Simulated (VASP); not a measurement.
# LaHg2 (P6/mmm) in VASP: further runs, part 2 of 2

VASP 6.6.1. Earlier steps stand in the parts before.

**4. Electric field gradients, LDA (24.28 Å³/atom)**

This run uses another cell than the first one, of 24.28 Å³/atom.

INCAR

```
PREC = Accurate
ENCUT = 410
EDIFF = 1E-8
ISMEAR = -1
SIGMA = 0.08
LREAL = False
LASPH = True
NELM = 200
ALGO = Normal
ISIF = 2
LWAVE = False
LCHARG = False
GGA = CA
LEFG = True
NBANDS = 32
GGA_COMPAT = False
LMAXMIX = 6
```

KPOINTS

```
regular mesh
0
Gamma
  8 8 9
```

POSCAR

```
LaHg2
1.0
    4.8567862506      0.0000000000      0.0000000000
   -2.4283931254      4.2061002739      0.0000000000
    0.0000000000      0.0000000000      3.5656934357
La Hg
1 2
Direct
    0.0000000000      0.0000000000      0.0000000000
    0.3333333333      0.6666666667      0.5000000000
    0.6666666667      0.3333333333      0.5000000000
```

Potentials or basis: VASP PAW LDA potentials, release 64 (La, Hg_sv_GW).

The run is started by

```
> cat potpaw_LDA.64/La/POTCAR potpaw_LDA.64/Hg_sv_GW/POTCAR > POTCAR
> mpirun -np 1 vasp_std > vasp.out
```

OUTCAR:

```text
PREC = Accurate
   ENCUT = 410
   EDIFF = 1E-8
   ISMEAR = -1
   LREAL = False
   LASPH = True
   NELM = 200
   ISIF = 2
   GGA = CA

 ion  position               nearest neighbor table
   1  0.000  0.000  0.000-   2 3.32   3 3.32   2 3.32   3 3.32   3 3.32   3 3.32   2 3.32   2 3.32
                             3 3.32   3 3.32   2 3.32   2 3.32
   2  0.333  0.667  0.500-   3 2.80   3 2.80   3 2.80   1 3.32   1 3.32   1 3.32   1 3.32   1 3.32
                             1 3.32
   3  0.667  0.333  0.500-   2 2.80   2 2.80   2 2.80   1 3.32   1 3.32   1 3.32   1 3.32   1 3.32
                             1 3.32

  LATTYP: Found a hexagonal cell.
 ALAT       =     4.8567862506
 C/A-ratio  =     0.7341672562

  Lattice vectors:

 A1 = (   4.8567862506,   0.0000000000,   0.0000000000)
 A2 = (  -2.4283931254,   4.2061002739,   0.0000000000)
 A3 = (   0.0000000000,   0.0000000000,   3.5656934357)

Analysis of symmetry for initial positions (statically):
=====================================================================
 Subroutine PRICEL returns:
 Original cell was already a primitive cell.

 Routine SETGRP: Setting up the symmetry group for a
 hexagonal supercell.

 Subroutine GETGRP returns: Found 24 space group operations
 (whereof 24 operations were pure point group operations)
 out of a pool of 24 trial point group operations.

The static configuration has the point symmetry D_6h.

Analysis of symmetry for dynamics (positions and initial velocities):
=====================================================================
 Subroutine PRICEL returns:
 Original cell was already a primitive cell.

 Routine SETGRP: Setting up the symmetry group for a
 hexagonal supercell.

 Subroutine GETGRP returns: Found 24 space group operations
 (whereof 24 operations were pure point group operations)
 out of a pool of 24 trial point group operations.

The dynamic configuration has the point symmetry D_6h.

 Subroutine INISYM returns: Found 24 space group operations
 (whereof 24 operations are pure point group operations),
 and found     1 'primitive' translations

----------------------------------------------------------------------------------------

                                     Primitive cell

  volume of cell :      72.8404

  direct lattice vectors                    reciprocal lattice vectors
     4.856786251  0.000000000  0.000000000     0.205897470  0.118874960  0.000000000
    -2.428393125  4.206100274  0.000000000     0.000000000  0.237749919  0.000000000
     0.000000000  0.000000000  3.565693436     0.000000000  0.000000000  0.280450358

  length of vectors
     4.856786251  4.856786251  3.565693436     0.237749919  0.237749919  0.280450358

  position of ions in fractional coordinates (direct lattice)
     0.000000000  0.000000000  0.000000000
     0.333333333  0.666666667  0.500000000
     0.666666667  0.333333333  0.500000000

  ion indices of the primitive-cell ions
   primitive index   ion index
                 1           1
                 2           2
                 3           3
[... 81 lines left out ...]
   TEBEG  =    0.0;   TEEND  =   0.0 temperature during run
   PSTRESS=    0.0 pullay stress
   NELECT =      51.0000    total number of electrons
   NUPDOWN=      -1.0000    fix difference up-down
   EMIN   =  10.00;   EMAX   =-10.00  energy-range for DOS
   EFERMI =   0.00;   METHOD = LEGACY
   ISMEAR =    -1;   SIGMA  =   0.08  broadening in eV -4-tet -1-fermi 0-gaus
   EFERMI_NEDOS =   21; number of points for ismear=-14 and -15
   IALGO  =     38    algorithm
   IMIX   =      4    mixing-type and parameters
     AMIX     =   0.40;   BMIX     =  1.00
     AMIX_MAG =   1.60;   BMIX_MAG =  1.00
  volume/ion in A,a.u.               =      24.28       163.85
  Fermi-wavevector in a.u.,A,eV,Ry     =   1.453697  2.747090 28.752324  2.113236
  Thomas-Fermi vector in A             =   2.570934
   LORBIT       =      0    0 simple, 1 ext, 2 COOP (PROOUT), +10 PAW based schemes
   GGA     = CA    functional components
   LHFCALC =     F    Hartree Fock is set to
   AEXX    =    0.0000 exact exchange contribution
   IVDW    =     0    specifies the selected vdW correction
   LEPSILON=     F    determine dielectric tensor
   LRPA    =     F    only Hartree local field effects (RPA)
 non-spin polarized calculation
  energy-cutoff  :      410.00
  volume of cell :       72.84
 maximum number of plane-waves:      1388
   NGX = 17   NGY = 17   NGZ = 11

 number of electron      50.9999974 magnetization

 Free energy of the ion-electron system (eV)
  ---------------------------------------------------
  ext. energy  EPLUGINS =         0.00000000
  ---------------------------------------------------
  free energy    TOTEN  =        -9.36029014 eV

  energy without entropy =       -9.30870193  energy(sigma->0) =       -9.33449603

 E-fermi :   8.4250     XC(G=0): -11.6009

 val. band max:        8.4189054138   @ k =   0.2500   0.1250   0.4444
 cond. band min:       8.4376629074   @ k =   0.3750   0.2500   0.3333
 fundamental gap:      0.0187574935
 Fermi energy:         8.4250267559

 k-point     1 :       0.0000    0.0000    0.0000
  band No.  band energies     occupation
      1    -106.7676      2.00000
      2    -106.7607      2.00000
      3     -55.4201      2.00000
      4     -55.4201      2.00000
      5     -55.3614      2.00000
      6     -55.3470      2.00000
[... 829 lines left out ...]
     31      10.2238      0.00000
     32      10.2684      0.00000

 [... further k-points ...]

------------------------ aborting loop because EDIFF is reached ----------------------------------------

  FORCE on cell =-STRESS in cart. coord.  units (eV):
  Direction    XX          YY          ZZ          XY          YZ          ZX
  --------------------------------------------------------------------------------------
  -------------------------------------------------------------------------------------
  Total        0.3999479      0.3999479     -1.1692921     -0.0000000     -0.0000000      0.0000000
  in kB        8.7971369      8.7971369    -25.7194091     -0.0000000     -0.0000000      0.0000000
  external PRESSURE =      -2.7083784 kB  Pullay stress =       0.0000000 kB

 VOLUME and BASIS-vectors are now :
 -----------------------------------------------------------------------------
  energy-cutoff  :      410.00
  volume of cell :       72.84
      direct lattice vectors                 reciprocal lattice vectors
     4.856786251  0.000000000  0.000000000     0.205897470  0.118874960  0.000000000
    -2.428393125  4.206100274  0.000000000     0.000000000  0.237749919  0.000000000
     0.000000000  0.000000000  3.565693436     0.000000000  0.000000000  0.280450358

 POSITION                                       TOTAL-FORCE (eV/Angst)
 -----------------------------------------------------------------------------------
      0.00000      0.00000      0.00000         0.000000      0.000000      0.000000
     -0.00000      2.80407      1.78285         0.000000      0.000000      0.000000
      2.42839      1.40203      1.78285        -0.000000     -0.000000      0.000000
 -----------------------------------------------------------------------------------
    total drift:                               -0.000000      0.000000      0.000000

  FREE ENERGIE OF THE ION-ELECTRON SYSTEM (eV)
  ---------------------------------------------------
  free  energy   TOTEN  =        -9.3602901420 eV

  energy  without entropy=       -9.3087019267  energy(sigma->0) =       -9.33449603

 Electric field gradients (V/A^2)
---------------------------------------------------------------------
 ion       V_xx      V_yy      V_zz      V_xy      V_xz      V_yz
---------------------------------------------------------------------
   1     -49.719   -49.720    99.439    -0.000     0.000    -0.000
   2    -159.617  -159.620   319.237    -0.003     0.000     0.000
   3    -159.617  -159.620   319.237    -0.003     0.000     0.000
---------------------------------------------------------------------

 Electric field gradients after diagonalization (V/A^2)
 (convention: |V_zz| > |V_xx| > |V_yy|)
----------------------------------------------------------------------
 ion       V_xx      V_yy      V_zz     asymmetry (V_yy - V_xx)/ V_zz
----------------------------------------------------------------------
   1     -49.720   -49.719    99.439       0.000
   2    -159.622  -159.615   319.237       0.000
   3    -159.622  -159.615   319.237       0.000
----------------------------------------------------------------------

           NMR quadrupolar parameters

 Cq : quadrupolar parameter    Cq=e*Q*V_zz/h
 eta: asymmetry parameters     (V_yy - V_xx)/ V_zz
 Q  : nuclear electric quadrupole moment in mb (millibarn)
----------------------------------------------------------------------
 ion       Cq(MHz)       eta       Q (mb)
----------------------------------------------------------------------
   1       0.240       0.000       1.000
   2       0.772       0.000       1.000
   3       0.772       0.000       1.000
----------------------------------------------------------------------
```

Run time: 73 s. Hardware: 1 thread of AMD EPYC 9R45 (Zen 5), shared host; peak memory 0.2 GiB.

Results:

| Property | Result |
| --- | --- |
| Free energy | -9.3603 eV |
| Pressure | -0.3 GPa |
| Band gap on the k mesh | zero (an odd number of electrons rules out a gap without spin polarisation) |
| Largest electric field gradient by atom | La +99.4; Hg +319.2 V/Å² |

Stress tensor (GPa, compression positive):
```
 0.88  0.00  0.00
 0.00  0.88  0.00
 0.00  0.00 -2.57
```

Levels at points of the mesh, in eV from the Fermi level:
```csv
k point,band 21,band 22,band 23,band 24,band 25,band 26,band 27,band 28,band 29,band 30
"(0.00, 0.00, 0.00)",-7.35,-6.94,-6.94,-1.15,-1.15,-0.33,-0.23,1.55,1.55,1.71
"(0.50, 0.00, 0.00)",-6.79,-6.70,-5.54,-5.14,-0.40,-0.07,1.54,1.60,1.76,1.77
```

Electric field gradients, principal values (V/Å²):
```tsv
atom	least	middle	greatest (by size)
1 La	-49.719	-49.720	99.439
2 Hg	-159.615	-159.622	319.237
3 Hg	-159.615	-159.622	319.237
```

Caveat: without QUAD_EFG the Cq values of the log hold for a quadrupole moment of 1 mb, not for the nuclei; spin-orbit coupling is left out, which moves the levels of the heavy elements.

**5. Summary**

| cell | gap on the mesh (eV) | pressure (GPa) |
| --- | --- | --- |
| a = 4.891, b = 4.891, c = 3.591 Å, angles 90.0, 90.0, 120.0°, 3 atoms | none | -1.9 |
| a = 5.055, b = 5.055, c = 3.711 Å, angles 90.0, 90.0, 120.0°, 3 atoms | none | -7.6 |
| a = 4.857, b = 4.857, c = 3.566 Å, angles 90.0, 90.0, 120.0°, 3 atoms | none | -0.3 |

Alike in all rows: task electric field gradients; level LDA; potentials or basis VASP PAW LDA potentials, release 64 (La, Hg_sv_GW); no spin polarisation; k mesh 8 × 8 × 9; cutoff (eV) 410; smearing fermi-dirac 0.08 eV.

Caveats: spin-orbit coupling is left out, which moves the levels of the heavy elements; the cell stands under tension (at least some runs).

Total energies depend on the potentials used, so only differences within one code and one set of settings carry meaning.
